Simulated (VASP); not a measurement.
TaO3:

```
Ta O
1.0
     3.95625    0.00000    0.00000
     0.00000    3.95625    0.00000
     0.00000    0.00000    3.95625
Ta O
1 3
Cartesian
  1.9781 1.9781 1.9781
  0.0000 1.9781 1.9781
  1.9781 1.9781 0.0000
  1.9781 0.0000 1.9781
```

```yaml
Program: VASP 6.6.1
Task: relaxation of cell and atoms
Functional: LDA
Potentials_or_basis: VASP PAW LDA potentials, release 64 (Ta_pv, O)
Cutoff: 600 eV
k_mesh: 10 × 10 × 10
Occupations: gaussian, width 0.1 eV
Spin: collinear spin, ferromagnetic start
Starting_moments: "[0.0, 0.35, 0.35, 0.35] μB"
```

At the start: pressure -8.0 GPa; volume 15.48 Å³/atom.

**Question.** How do energy, volume and symmetry change on relaxing?

**Answer.** Over 4 steps the energy falls by 16.6 meV/atom and the volume is 14.85 Å³/atom (-4.1 %); space group Pm-3m (No. 221, to 0.05 Å); moment 0.36 μB per cell.

Step by step:
```tsv
step	energy change (eV)	largest force (eV/Å)	pressure (GPa)	volume (Å³)
1	0.0000	0.0000	-8.02	61.92
2	0.1506	0.0000	17.89	55.23
3	-0.0662	0.0000	-0.19	59.43
4	-0.0662	0.0000	-0.02	59.39
```

Final structure:
```
CELL_PARAMETERS angstrom
3.90146 0.00000 0.00000
0.00000 3.90146 0.00000
0.00000 0.00000 3.90146
ATOMIC_POSITIONS crystal
Ta 0.50000 0.50000 0.50000
O 0.00000 0.50000 0.50000
O 0.50000 0.50000 0.00000
O 0.50000 0.00000 0.50000
```
